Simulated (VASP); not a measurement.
**Pt: single point with r2SCAN**

The system is Pt, a slab with vacuum.

```
Pt
1.0
     2.78713    0.00000    0.00000
    -1.39357    2.41373    0.00000
     0.00000    0.00000   25.10270
Pt
5
Direct
  0.83333 0.16667 0.31869
  0.16667 0.83333 0.41015
  0.50000 0.50000 0.50000
  0.83333 0.16667 0.58985
  0.16667 0.83333 0.68131
```

```
Program             : VASP 6.6.1
Task                : single point
Functional          : r2SCAN
Potentials or basis : VASP PAW PBE potentials, release 64 (Pt)
Cutoff              : 520 eV
k mesh              : 15 × 15 × 1
Occupations         : fermi-dirac, width 0.1 eV
Spin                : no spin polarisation
```

The largest force is 0.027 eV/Å. The band gap on the k mesh is zero (bands 25 and 26 overlap by 1.59 eV).

Forces in eV/Å, atoms in the order of the input:
```
Pt   0.000  0.000 -0.027
Pt   0.000  0.000 -0.002
Pt   0.000  0.000  0.000
Pt   0.000  0.000  0.002
Pt   0.000  0.000  0.027
```

Levels at points of the mesh, in eV from the Fermi level:
| k point | band 21 | band 22 | band 23 | band 24 | band 25 | band 26 | band 27 | band 28 |
| --- | --- | --- | --- | --- | --- | --- | --- | --- |
| (0.00, 0.00, 0.00) | -1.76 | -1.54 | -1.54 | -1.02 | -1.02 | -0.39 | -0.39 | -0.06 |

Wall time 26 min on 1 thread of Intel Xeon 8259CL (shared host), peak memory 0.42 GiB.

Caveat: the PAW data sets were made with another functional, which shifts forces and pressure a little; spin-orbit coupling is left out, which moves the levels of the heavy elements.
